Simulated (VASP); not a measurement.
# LaHg2Ge2 (I4/mmm) in VASP: single point with PBE

Aim: the single point of LaHg2Ge2 with PBE.

All numbers are computed with VASP 6.6.1; they aren't measurements. Logs are shortened: lines on timing, memory, paths and dates and some standing lists are left out, and cuts for length are marked.

### 1 The cell of the first run

Symmetry: I4/mmm, No. 139, tetragonal system. The conventional cell has a = 4.673 Å, b = 4.673 Å, c = 11.992 Å, α = 90.00°, β = 90.00°, γ = 90.00°. Within 3.7 Å of Ge (site symmetry -4m2) lie 4 Hg at 2.80 Å and 4 Ge at 3.30 Å. La (site symmetry 4/mmm) has 10 Hg at 3.61 to 4.53 Å and 8 Ge at 3.80 Å and 4 La at 4.67 Å within 4.7 Å. Hg (site symmetry 4mm) has 4 Ge at 2.80 Å and 1 Hg at 2.93 Å and 4 La at 3.61 Å within 3.7 Å.

### 2 Single point, PBE

Contents of INCAR:

```
SYSTEM = LaHg2Ge2
ALGO = Normal
EDIFF = 1E-6
ENCUT = 520
GGA = PE
ISIF = 2
ISMEAR = 0
LASPH = .TRUE.
LCHARG = .TRUE.
LELF = .TRUE.
LREAL = .FALSE.
LVHAR = .TRUE.
LWAVE = .FALSE.
NBANDS = 40
NELM = 60
PREC = Accurate
SIGMA = 0.1175
```

Contents of KPOINTS:

```
k-points
0
G
  8 8 8
  0 0 0
```

Contents of POSCAR:

```
LaHg2Ge2
1.0
    0.0000000000      4.6727200000      0.0000000000
    4.6727200000      0.0000000000      0.0000000000
    2.3363600000      2.3363600000     -5.9960400000
Ge La Hg
2 1 2
Direct
    0.7500000000      0.2500000000      0.5000000000
    0.2500000000      0.7500000000      0.5000000000
    0.0000000000      0.0000000000      0.0000000000
    0.3780000000      0.3780000000      0.2440000000
    0.6220000000      0.6220000000      0.7560000000
```

Potentials or basis: VASP PAW PBE potentials, release 64 (Ge_d, La, Hg).

Command:

```sh
$ cat potpaw_PBE.64/Ge_d/POTCAR potpaw_PBE.64/La/POTCAR potpaw_PBE.64/Hg/POTCAR > POTCAR
$ mpirun -np 1 vasp_std > vasp.out
```

OUTCAR:

```text
SYSTEM = LaHg2Ge2
   EDIFF = 1E-6
   ENCUT = 520
   GGA = PE
   ISIF = 2
   ISMEAR = 0
   LASPH = .TRUE.
   LREAL = .FALSE.
   NELM = 60
   PREC = Accurate

 ion  position               nearest neighbor table
   1  0.750  0.250  0.500-   4 2.80   4 2.80   5 2.80   5 2.80
   2  0.250  0.750  0.500-   4 2.80   4 2.80   5 2.80   5 2.80
   3  0.000  0.000  0.000-   5 3.61   5 3.61   5 3.61   4 3.61   5 3.61   4 3.61   4 3.61   4 3.61

   4  0.378  0.378  0.244-   1 2.80   2 2.80   2 2.80   1 2.80   5 2.93   3 3.61   3 3.61   3 3.61
                             3 3.61
   5  0.622  0.622  0.756-   2 2.80   1 2.80   1 2.80   2 2.80   4 2.93   3 3.61   3 3.61   3 3.61
                             3 3.61

  LATTYP: Found a body centered tetragonal cell.
 ALAT       =     4.6727200000
 C/A-ratio  =     2.5664024380

  Lattice vectors:

 A1 = (  -2.3363600000,   2.3363600000,   5.9960400000)
 A2 = (   2.3363600000,  -2.3363600000,   5.9960400000)
 A3 = (   2.3363600000,   2.3363600000,  -5.9960400000)

Analysis of symmetry for initial positions (statically):
=====================================================================
 Subroutine PRICEL returns:
 Original cell was already a primitive cell.

 Routine SETGRP: Setting up the symmetry group for a
 body centered tetragonal supercell.

 Subroutine GETGRP returns: Found 16 space group operations
 (whereof 16 operations were pure point group operations)
 out of a pool of 16 trial point group operations.

The static configuration has the point symmetry D_4h.

Analysis of symmetry for dynamics (positions and initial velocities):
=====================================================================
 Subroutine PRICEL returns:
 Original cell was already a primitive cell.

 Routine SETGRP: Setting up the symmetry group for a
 body centered tetragonal supercell.

 Subroutine GETGRP returns: Found 16 space group operations
 (whereof 16 operations were pure point group operations)
 out of a pool of 16 trial point group operations.

The dynamic configuration has the point symmetry D_4h.

 Subroutine INISYM returns: Found 16 space group operations
 (whereof 16 operations are pure point group operations),
 and found     1 'primitive' translations

----------------------------------------------------------------------------------------

                                     Primitive cell

  volume of cell :     130.9194

  direct lattice vectors                    reciprocal lattice vectors
     0.000000000  4.672720000  0.000000000     0.000000000  0.214008115  0.083388370
     4.672720000  0.000000000  0.000000000     0.214008115  0.000000000  0.083388370
     2.336360000  2.336360000 -5.996040000     0.000000000  0.000000000 -0.166776739

  length of vectors
     4.672720000  4.672720000  6.846141379     0.229680416  0.229680416  0.166776739

  position of ions in fractional coordinates (direct lattice)
     0.750000000  0.250000000  0.500000000
     0.250000000  0.750000000  0.500000000
     0.000000000  0.000000000  0.000000000
     0.378000000  0.378000000  0.244000000
     0.622000000  0.622000000  0.756000000

  ion indices of the primitive-cell ions
   primitive index   ion index
                 1           1
                 2           2
                 3           3
                 4           4
                 5           5

----------------------------------------------------------------------------------------

 KPOINTS: k-points

Automatic generation of k-mesh.
 Grid dimensions read from file:
 generate k-points for:    8    8    8

 Generating k-lattice:

  Cartesian coordinates                     Fractional coordinates (reciprocal lattice)
     0.000000000  0.026751014  0.010423546     0.125000000  0.000000000  0.000000000
     0.026751014  0.000000000  0.010423546     0.000000000  0.125000000  0.000000000
     0.000000000  0.000000000 -0.020847092     0.000000000  0.000000000  0.125000000

  Length of vectors
     0.028710052  0.028710052  0.020847092

  Shift w.r.t. Gamma in fractional coordinates (k-lattice)
     0.000000000  0.000000000  0.000000000

 Subroutine IBZKPT returns following result:
 ===========================================

 Found     59 irreducible k-points:

 Following reciprocal coordinates:
            Coordinates               Weight
  0.000000  0.000000  0.000000      1.000000
  0.125000  0.000000  0.000000      8.000000
  0.250000  0.000000  0.000000      8.000000
  0.375000  0.000000  0.000000      8.000000
  0.500000  0.000000  0.000000      4.000000
  0.125000  0.125000  0.000000      8.000000
[... 16 lines left out ...]
  0.250000  0.000000  0.125000      4.000000
  0.375000  0.000000  0.125000      8.000000
 [... further k-points ...]
   k-points           NKPTS =     59   k-points in BZ     NKDIM =     59   number of bands    NBANDS=     40
   number of dos      NEDOS =    301   number of ions     NIONS =      5
   total plane-waves  NPLWV =  69984
   dimension x,y,z NGX =    36 NGY =   36 NGZ =   54
   dimension x,y,z NGXF=    72 NGYF=   72 NGZF=  108
   ions per type =               2   1   2
   NGX,Y,Z   is equivalent  to a cutoff of  12.81, 12.81, 13.11 a.u.
   NGXF,Y,Z  is equivalent  to a cutoff of  25.62, 25.62, 26.23 a.u.
 SYSTEM =  LaHg2Ge2
   PREC   = accura    normal or accurate (medium, high low for compatibility)
   ISTART =      0    job   : 0-new  1-cont  2-samecut
   ICHARG =      2    charge: 1-file 2-atom 10-const
   ISPIN  =      1    spin polarized calculation?
   LNONCOLLINEAR =      F non collinear calculations
   LSORBIT =      F    spin-orbit coupling
   LASPH  =      T    aspherical Exc in radial PAW
   ENCUT  =  520.0 eV  38.22 Ry    6.18 a.u.   8.69  8.69 12.73*2*pi/ulx,y,z
   NELM   =     60;   NELMIN=  2; NELMDL= -5     # of ELM steps
   EDIFF  = 0.1E-05   stopping-criterion for ELM
   LREAL  =      F    real-space projection
   EDIFFG = 0.1E-04   stopping-criterion for IOM
   NSW    =      0    number of steps for IOM
   IBRION =     -1    ionic relax: 0-MD 1-quasi-New 2-CG
   NFREE  =      0    steps in history (QN), initial steepest desc. (CG)
   ISIF   =      2    stress and relaxation
   ISYM   =      2    0-nonsym 1-usesym 2-fastsym
   POTIM  = 0.5000    time-step for ionic-motion
   TEBEG  =    0.0;   TEEND  =   0.0 temperature during run
   PSTRESS=    0.0 pullay stress
   NELECT =      63.0000    total number of electrons
   NUPDOWN=      -1.0000    fix difference up-down
   EMIN   =  10.00;   EMAX   =-10.00  energy-range for DOS
   EFERMI =   0.00;   METHOD = LEGACY
   ISMEAR =     0;   SIGMA  =   0.12  broadening in eV -4-tet -1-fermi 0-gaus
   EFERMI_NEDOS =   21; number of points for ismear=-14 and -15
   IALGO  =     38    algorithm
   IMIX   =      4    mixing-type and parameters
     AMIX     =   0.40;   BMIX     =  1.00
     AMIX_MAG =   1.60;   BMIX_MAG =  1.00
  volume/ion in A,a.u.               =      26.18       176.70
  Fermi-wavevector in a.u.,A,eV,Ry     =   1.282883  2.424297 22.392311  1.645788
  Thomas-Fermi vector in A             =   2.415168
   LORBIT       =      0    0 simple, 1 ext, 2 COOP (PROOUT), +10 PAW based schemes
   GGA     = PE    functional components
   LHFCALC =     F    Hartree Fock is set to
   AEXX    =    0.0000 exact exchange contribution
   IVDW    =     0    specifies the selected vdW correction
   LEPSILON=     F    determine dielectric tensor
   LRPA    =     F    only Hartree local field effects (RPA)
 non-spin polarized calculation
 Gauss-broadening in eV      SIGMA  =   0.12
  energy-cutoff  :      520.00
  volume of cell :      130.92
 maximum number of plane-waves:      3559
   NGX = 17   NGY = 17   NGZ = 25

 number of electron      63.0000019 magnetization

 Free energy of the ion-electron system (eV)
  ---------------------------------------------------
  ext. energy  EPLUGINS =         0.00000000
  ---------------------------------------------------
  free energy    TOTEN  =       -15.13278552 eV

  energy without entropy =      -15.11602478  energy(sigma->0) =      -15.12440515

 E-fermi :   5.4584     XC(G=0): -10.2084

 val. band max:        5.4348052050   @ k =  -0.1250  -0.1250   0.1250
 cond. band min:       5.4662104532   @ k =  -0.1250   0.5000   0.1250
 fundamental gap:      0.0314052482
 Fermi energy:         5.4583984550

 k-point     1 :       0.0000    0.0000    0.0000
  band No.  band energies     occupation
      1     -28.5456      2.00000
      2     -19.3202      2.00000
      3     -19.3146      2.00000
      4     -19.2892      2.00000
      5     -19.2642      2.00000
      6     -19.2642      2.00000
[... 32 lines left out ...]
     39       6.9758      0.00000
     40       7.3366      0.00000

 k-point     2 :       0.1250    0.0000    0.0000
  band No.  band energies     occupation
      1     -28.5450      2.00000
      2     -19.3181      2.00000
      3     -19.3135      2.00000
      4     -19.2901      2.00000
      5     -19.2661      2.00000
      6     -19.2638      2.00000
[... 32 lines left out ...]
     39       6.7103      0.00000
     40       6.7801      0.00000

 k-point     3 :       0.2500    0.0000    0.0000
  band No.  band energies     occupation
      1     -28.5436      2.00000
      2     -19.3121      2.00000
      3     -19.3105      2.00000
      4     -19.2926      2.00000
      5     -19.2723      2.00000
      6     -19.2628      2.00000
[... 32 lines left out ...]
     39       6.4066      0.00000
     40       6.4069      0.00000

 k-point     4 :       0.3750    0.0000    0.0000
  band No.  band energies     occupation
      1     -28.5423      2.00000
      2     -19.3062      2.00000
      3     -19.3031      2.00000
      4     -19.2965      2.00000
      5     -19.2816      2.00000
      6     -19.2612      2.00000
[... 32 lines left out ...]
     39       6.2984      0.00000
     40       6.3561      0.00000
[... 772 lines left out ...]
     39       6.6125      0.00000
     40       7.1777      0.00000

 k-point    23 :       0.2500    0.0000    0.1250
  band No.  band energies     occupation
      1     -28.5437      2.00000
      2     -19.3121      2.00000
      3     -19.3105      2.00000
      4     -19.2926      2.00000
      5     -19.2723      2.00000
      6     -19.2628      2.00000
[... 32 lines left out ...]
     39       6.3924      0.00000
     40       6.4613      0.00000

 k-point    24 :       0.3750    0.0000    0.1250
  band No.  band energies     occupation
      1     -28.5423      2.00000
      2     -19.3062      2.00000
      3     -19.3031      2.00000
      4     -19.2965      2.00000
      5     -19.2816      2.00000
      6     -19.2612      2.00000
[... 32 lines left out ...]
     39       6.2782      0.00000
     40       6.3286      0.00000

 [... further k-points ...]

------------------------ aborting loop because EDIFF is reached ----------------------------------------

  FORCE on cell =-STRESS in cart. coord.  units (eV):
  Direction    XX          YY          ZZ          XY          YZ          ZX
  --------------------------------------------------------------------------------------
  -------------------------------------------------------------------------------------
  Total       -0.9178008     -0.9178008     -4.5001391      0.0000000      0.0000000      0.0000000
  in kB      -11.2319457    -11.2319457    -55.0722070      0.0000000      0.0000000      0.0000000
  external PRESSURE =     -25.8453662 kB  Pullay stress =       0.0000000 kB

 VOLUME and BASIS-vectors are now :
 -----------------------------------------------------------------------------
  energy-cutoff  :      520.00
  volume of cell :      130.92
      direct lattice vectors                 reciprocal lattice vectors
     0.000000000  4.672720000  0.000000000     0.000000000  0.214008115  0.083388370
     4.672720000  0.000000000  0.000000000     0.214008115  0.000000000  0.083388370
     2.336360000  2.336360000 -5.996040000     0.000000000  0.000000000 -0.166776739

 POSITION                                       TOTAL-FORCE (eV/Angst)
 -----------------------------------------------------------------------------------
      2.33636      4.67272     -2.99802        -0.000000     -0.000000      0.000000
      4.67272      2.33636     -2.99802         0.000000      0.000000      0.000000
      0.00000      0.00000      0.00000        -0.000000      0.000000      0.000000
      2.33636      2.33636     -1.46303        -0.000000      0.000000      0.504049
      4.67272      4.67272     -4.53301        -0.000000      0.000000     -0.504049
 -----------------------------------------------------------------------------------
    total drift:                                0.000000      0.000000     -0.000000

  FREE ENERGIE OF THE ION-ELECTRON SYSTEM (eV)
  ---------------------------------------------------
  free  energy   TOTEN  =       -15.1327855170 eV

  energy  without entropy=      -15.1160247816  energy(sigma->0) =      -15.12440515
```

It took 2.9 min on 1 thread of Intel Xeon Platinum 8559C (Emerald Rapids), shared host; peak memory 0.47 GiB.

What came out:

```yaml
Free_energy: -15.1328 eV
Pressure: -2.6 GPa
Largest_force: 0.504 eV/Å
```

Forces in eV/Å, atoms in the order of the input:
```
Ge   0.000  0.000  0.000
Ge   0.000  0.000  0.000
La   0.000  0.000  0.000
Hg   0.000  0.000  0.504
Hg   0.000  0.000 -0.504
```

Levels at points of the mesh, in eV from the Fermi level:
```csv
k point,band 28,band 29,band 30,band 31,band 32,band 33,band 34,band 35
"(0.00, 0.00, 0.00)",-4.43,-2.30,-2.30,-0.46,0.53,0.53,0.68,0.76
"(0.50, 0.00, 0.00)",-3.90,-1.37,-1.12,-0.52,-0.45,-0.39,-0.13,0.72
"(0.50, 0.50, 0.00)",-5.61,-2.82,-2.49,-2.22,0.46,0.71,0.72,0.82
"(0.00, 0.00, 0.50)",-2.33,-2.33,-0.55,0.15,0.22,0.49,0.58,0.62
```

Caveat: spin-orbit coupling is left out, which moves the levels of the heavy elements.
